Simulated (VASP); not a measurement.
Write the native input for VASP 6.6.1 that does the following.

```
Task                   : single point
Functional             : PBE
Potentials or basis    : VASP PAW PBE potentials, release 64 (Pd)
Cutoff                 : 500 eV
k mesh                 : 4 × 4 × 4
Occupations            : fermi-dirac, width 0.1 eV
Spin                   : no spin polarisation
Dipole correction      : no
Further INCAR settings : ALGO = Normal; EDIFF = 1e-06; NBANDS = 11
```

The structure of Pd lies in POSCAR:

```
Pd
1.0
    0.0000000000      1.9450000000      1.9450000000
    1.9450000000      0.0000000000      1.9450000000
    1.9450000000      1.9450000000      0.0000000000
Pd
1
Direct
    0.0000000000      0.0000000000      0.0000000000
```

These files were run (other wordings do the same):

INCAR

```
PREC = Accurate ; ENCUT = 500
EDIFF = 1E-6 ; ISMEAR = -1
SIGMA = 0.1 ; LREAL = False
LASPH = True ; NELM = 120
ALGO = Normal ; ISIF = 2
LWAVE = False ; LCHARG = False
GGA = PE ; NBANDS = 11
GGA_COMPAT = False
```

KPOINTS

```
regular mesh
0
Gamma
  4 4 4
```

Potentials or basis: VASP PAW PBE potentials, release 64 (Pd).

Command:

```bash
$ cat potpaw_PBE.64/Pd/POTCAR > POTCAR
$ mpirun -np 1 vasp_std > vasp.out
```

Results of the run:

- Pressure: 7.7 GPa
- Band gap on the k mesh: zero (band 5 reaches 10.20 eV, above the bottom of band 6 at 8.67 eV)

Caveat: the k points lie up to 0.70 Å⁻¹ apart.

Run time: 2.6 s on 1 thread of AMD EPYC 7R13 Processor (Zen 3), on a shared host, peak memory 0.09 GiB.
